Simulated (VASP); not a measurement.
# Al12H in VASP: notebook, part 2 of 2

VASP 6.6.1.

**4. Single point, LDA**

INCAR

```
PREC = Accurate
ENCUT = 520
EDIFF = 1E-6
ISMEAR = 0
SIGMA = 0.1
LREAL = False
LASPH = True
NELM = 80
ALGO = Normal
ISIF = 2
LWAVE = False
LCHARG = True
LDIPOL = True
IDIPOL = 3
DIPOL = 0.5 0.5 0.317
LELF = True
LVHAR = True
LVACPOTAV = True
NBANDS = 30
```

KPOINTS

```
Automatic mesh
0
Gamma
  6 6 1
```

POSCAR

```
Al12H
1.0
    5.6336864728      0.0000000000      0.0000000000
   -2.8168432364      4.8789156024      0.0000000000
    0.0000000000      0.0000000000     20.0321727773
Al H
12 1
Direct
    0.3333333333      0.1666666667      0.1996787889
    0.3333333333      0.6666666667      0.1996787889
    0.8333333333      0.1666666667      0.1996787889
    0.8333333333      0.6666666667      0.1996787889
    0.1666666667      0.3333333333      0.3128097090
    0.1666666667      0.8333333333      0.3128097090
    0.6666666667      0.3333333333      0.3128097090
    0.6666666667      0.8333333333      0.3128097090
    0.0000000000      0.0000000000      0.4259234818
    0.0000000000      0.5000000000      0.4259234818
    0.5000000000      0.0000000000      0.4259234818
    0.5000000000      0.5000000000      0.4259234818
    0.3333333333      0.1666666667      0.3680716590
```

Potentials or basis: VASP PAW LDA potentials, release 64 (Al, H).

Launch:

```console
$ cat potpaw_LDA.64/Al/POTCAR potpaw_LDA.64/H/POTCAR > POTCAR
$ mpirun -np 1 vasp_std > vasp.out
```

OUTCAR:

```text
PREC = Accurate
   ENCUT = 520
   EDIFF = 1E-6
   ISMEAR = 0
   LREAL = False
   LASPH = True
   NELM = 80
   ISIF = 2

 ion  position               nearest neighbor table
   1  0.333  0.167  0.200-   5 2.79   6 2.79   7 2.79   4 2.82   2 2.82   2 2.82   4 2.82   3 2.82
                             3 2.82
   2  0.333  0.667  0.200-   6 2.79   5 2.79   8 2.79   3 2.82   1 2.82   1 2.82   3 2.82   4 2.82
                             4 2.82
   3  0.833  0.167  0.200-   7 2.79   8 2.79   5 2.79   4 2.82   2 2.82   4 2.82   2 2.82   1 2.82
                             1 2.82
   4  0.833  0.667  0.200-   8 2.79   7 2.79   6 2.79   3 2.82   1 2.82   3 2.82   1 2.82   2 2.82
                             2 2.82
   5  0.167  0.333  0.313-  13 1.97   9 2.79  12 2.79  10 2.79   1 2.79   2 2.79   3 2.79   6 2.82
                             8 2.82   6 2.82   8 2.82   7 2.82   7 2.82
   6  0.167  0.833  0.313-  13 1.97  10 2.79  11 2.79   9 2.79   2 2.79   1 2.79   4 2.79   5 2.82
                             7 2.82   5 2.82   7 2.82   8 2.82   8 2.82
   7  0.667  0.333  0.313-  13 1.97  11 2.79  10 2.79  12 2.79   3 2.79   4 2.79   1 2.79   6 2.82
                             8 2.82   8 2.82   6 2.82   5 2.82   5 2.82
   8  0.667  0.833  0.313-  12 2.79   9 2.79  11 2.79   4 2.79   3 2.79   2 2.79   7 2.82   5 2.82
                             7 2.82   5 2.82   6 2.82   6 2.82
   9  0.000  0.000  0.426-  13 2.00   5 2.79   8 2.79   6 2.79  12 2.82  10 2.82  10 2.82  12 2.82
                            11 2.82  11 2.82
  10  0.000  0.500  0.426-   6 2.79   7 2.79   5 2.79   9 2.82  11 2.82   9 2.82  11 2.82  12 2.82
                            12 2.82
  11  0.500  0.000  0.426-  13 2.00   7 2.79   6 2.79   8 2.79  12 2.82  10 2.82  12 2.82  10 2.82
                             9 2.82   9 2.82
  12  0.500  0.500  0.426-  13 2.00   8 2.79   5 2.79   7 2.79  11 2.82   9 2.82  11 2.82   9 2.82
                            10 2.82  10 2.82
  13  0.333  0.167  0.368-   5 1.97   6 1.97   7 1.97  12 2.00   9 2.00  11 2.00

  LATTYP: Found a hexagonal cell.
 ALAT       =     5.6336864728
 C/A-ratio  =     3.5557840987

  Lattice vectors:

 A1 = (   5.6336864728,   0.0000000000,   0.0000000000)
 A2 = (  -2.8168432364,   4.8789156024,   0.0000000000)
 A3 = (   0.0000000000,   0.0000000000,  20.0321727773)

Analysis of symmetry for initial positions (statically):
[... 179 lines left out ...]
  ---------------------------------------------------
  free energy    TOTEN  =       -49.77208330 eV

  energy without entropy =      -49.73114927  energy(sigma->0) =      -49.75161628

 E-fermi :   0.2517     XC(G=0):  -4.5472

 val. band max:        0.2342040409   @ k =   0.3333   0.1667   0.0000
 cond. band min:       0.2701733763   @ k =   0.1667   0.1667   0.0000
 fundamental gap:      0.0359693354
 Fermi energy:         0.2516748697

 k-point     1 :       0.0000    0.0000    0.0000
  band No.  band energies     occupation
      1     -11.2348      2.00000
      2      -9.1790      2.00000
      3      -6.7509      2.00000
      4      -6.0183      2.00000
      5      -4.7166      2.00000
      6      -4.7166      2.00000
[... 220 lines left out ...]
     29       3.4636      0.00000
     30       3.6448      0.00000

------------------------ aborting loop because EDIFF is reached ----------------------------------------

  FORCE on cell =-STRESS in cart. coord.  units (eV):
  Direction    XX          YY          ZZ          XY          YZ          ZX
  --------------------------------------------------------------------------------------
  -------------------------------------------------------------------------------------
  Total       -1.1809526     -1.1809526      1.6722250      0.0000000      0.0000000      0.0000000
  in kB       -3.4363628     -3.4363628      4.8658784      0.0000000      0.0000000      0.0000000
  external PRESSURE =      -0.6689491 kB  Pullay stress =       0.0000000 kB

 VOLUME and BASIS-vectors are now :
 -----------------------------------------------------------------------------
  energy-cutoff  :      520.00
  volume of cell :      550.61
      direct lattice vectors                 reciprocal lattice vectors
     5.633686473  0.000000000  0.000000000     0.177503666  0.102481789  0.000000000
    -2.816843236  4.878915602  0.000000000     0.000000000  0.204963578  0.000000000
     0.000000000  0.000000000 20.032172777     0.000000000  0.000000000  0.049919697

 POSITION                                       TOTAL-FORCE (eV/Angst)
 -----------------------------------------------------------------------------------
      1.40842      0.81315      4.00000        -0.000000      0.000000      0.043472
     -0.00000      3.25261      4.00000        -0.009339     -0.005392     -0.068135
      4.22526      0.81315      4.00000        -0.000000      0.010784     -0.068135
      2.81684      3.25261      4.00000         0.009339     -0.005392     -0.068135
      0.00000      1.62631      6.26626        -0.273089      0.157668     -0.166793
     -1.40842      4.06576      6.26626        -0.000000     -0.315336     -0.166793
      2.81684      1.62631      6.26626         0.273089      0.157668     -0.166793
      1.40842      4.06576      6.26626        -0.000000      0.000000      0.068833
      0.00000      0.00000      8.53217        -0.229959     -0.132767      0.217586
     -1.40842      2.43946      8.53217        -0.000000      0.000000     -0.074359
      2.81684      0.00000      8.53217         0.229959     -0.132767      0.217586
      1.40842      2.43946      8.53217         0.000000      0.265534      0.217586
      1.40842      0.81315      7.37328        -0.000000      0.000000      0.014082
 -----------------------------------------------------------------------------------
    total drift:                                0.000000     -0.000000      0.000149

  FREE ENERGIE OF THE ION-ELECTRON SYSTEM (eV)
  ---------------------------------------------------
  free  energy   TOTEN  =       -49.7720832981 eV

  energy  without entropy=      -49.7311492705  energy(sigma->0) =      -49.75161628

 vacuum level on the upper side and lower side of the slab         4.331         4.302
```

OSZICAR:

```text
N       E                     dE             d eps       ncg     rms          rms(c)
DAV:   1     0.125510337491E+03    0.12551E+03   -0.11160E+04   420   0.864E+02
DAV:   2    -0.431934590028E+02   -0.16870E+03   -0.16182E+03   564   0.155E+02
DAV:   3    -0.526387293337E+02   -0.94453E+01   -0.92281E+01   570   0.367E+01
[... 15 lines left out ...]
DAV:  19    -0.497720131893E+02   -0.22049E-03   -0.32200E-05   474   0.134E-02    0.227E-03
DAV:  20    -0.497720648185E+02   -0.51629E-04   -0.54701E-06   474   0.686E-03    0.130E-03
DAV:  21    -0.497720764285E+02   -0.11610E-04   -0.55819E-07   384   0.267E-03    0.569E-04
DAV:  22    -0.497720827855E+02   -0.63570E-05   -0.51746E-07   366   0.192E-03    0.293E-04
DAV:  23    -0.497720832981E+02   -0.51252E-06   -0.49451E-08   418   0.904E-04
   1 F= -.49772083E+02 E0= -.49751616E+02  d E =-.409340E-01
```

stdout:

```text
POSCAR found type information on POSCAR AlH
 POSCAR found :  2 types and      13 ions
 scaLAPACK will be used
 LDA part: xc-table for (Slater(with rela. corr.)+CA(PZ))
 , standard interpolation
 POSCAR, INCAR and KPOINTS ok, starting setup
 FFT: planning ... GRIDC
 FFT: planning ... GRID_SOFT
 FFT: planning ... GRID
 WAVECAR not read
 entering main loop
 -----------------------------------------------------------------------------
|                                                                             |
|           W    W    AA    RRRRR   N    N  II  N    N   GGGG   !!!           |
|           W    W   A  A   R    R  NN   N  II  NN   N  G    G  !!!           |
|           W    W  A    A  R    R  N N  N  II  N N  N  G       !!!           |
|           W WW W  AAAAAA  RRRRR   N  N N  II  N  N N  G  GGG   !            |
|           WW  WW  A    A  R   R   N   NN  II  N   NN  G    G                |
|           W    W  A    A  R    R  N    N  II  N    N   GGGG   !!!           |
|                                                                             |
|     Did not find any points to average over, which means that no vacuum     |
|     field-free region was found. Please increase the size of  your cell     |
|     in the dimension of the dipole correction to obtain accurate            |
|     workfunction values.                                                    |
|                                                                             |
 -----------------------------------------------------------------------------
```

Run time: 6.4 min. Hardware: 1 thread of Intel Xeon 8259CL, shared host; peak memory 0.46 GiB.

Results:

- Free energy: -49.7721 eV
- Largest force: 0.357 eV/Å
- Band gap on the k mesh: zero (an odd number of electrons rules out a gap without spin polarisation)

Forces on the atoms (eV/Å):
```
Al   0.000  0.000  0.043
Al  -0.009 -0.005 -0.068
Al   0.000  0.011 -0.068
Al   0.009 -0.005 -0.068
Al  -0.273  0.158 -0.167
Al   0.000 -0.315 -0.167
Al   0.273  0.158 -0.167
Al   0.000  0.000  0.069
Al  -0.230 -0.133  0.218
Al   0.000  0.000 -0.074
Al   0.230 -0.133  0.218
Al   0.000  0.266  0.218
H    0.000  0.000  0.014
```

Levels at points of the mesh, in eV from the Fermi level:
```csv
k point,band 15,band 16,band 17,band 18,band 19,band 20,band 21,band 22,band 23,band 24
"(0.00, 0.00, 0.00)",-2.81,-2.81,-0.63,-0.36,-0.36,-0.22,-0.16,-0.16,0.37,1.71
"(0.50, 0.00, 0.00)",-1.07,-0.67,-0.45,-0.27,0.57,0.87,0.92,1.31,1.51,1.60
```

**5. The runs side by side**

```tsv
cell	gap on the mesh (eV)	largest force (eV/Å)
as given, atomic positions A	none	0.53
as given, atomic positions B	none	1.35
as given, atomic positions C	none	0.36
```

Alike in all rows: task single point; level LDA; potentials or basis VASP PAW LDA potentials, release 64 (Al, H); no spin polarisation; k mesh 6 × 6 × 1; cutoff (eV) 520; smearing gaussian 0.1 eV.

Absolute energies hang on the potentials; compare differences alone.

The gap in the log of VASP goes by the Fermi energy; the results here count the filled bands.